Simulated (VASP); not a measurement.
A run of VASP 6.6.1 is set up as follows.

Contents of INCAR:

```
PREC = Accurate ; ENCUT = 520
EDIFF = 1E-6 ; ISMEAR = 0
SIGMA = 0.1 ; LREAL = F
LASPH = T ; NELM = 60
ALGO = Fast ; ISIF = 2
LWAVE = F ; LCHARG = F
GGA = PE ; NBANDS = 20
```

Contents of KPOINTS:

```
regular mesh
0
Gamma
  6 6 6
```

File POSCAR:

```
CuW
1.0
    3.0366490324      0.0000000000      0.0000000000
    0.0000000000      3.0366490324      0.0000000000
    0.0000000000      0.0000000000      3.0366490324
Cu W
1 1
Direct
    0.5000000000      0.5000000000      0.5000000000
    0.0000000000      0.0000000000      0.0000000000
```

Potentials or basis: VASP PAW PBE potentials, release 64 (Cu, W_sv).

The run is started by

```console
$ cat potpaw_PBE.64/Cu/POTCAR potpaw_PBE.64/W_sv/POTCAR > POTCAR
$ mpirun -np 1 vasp_std > vasp.out
```

(1) Estimate the pressure.

Answers

(1) 0.4 GPa.
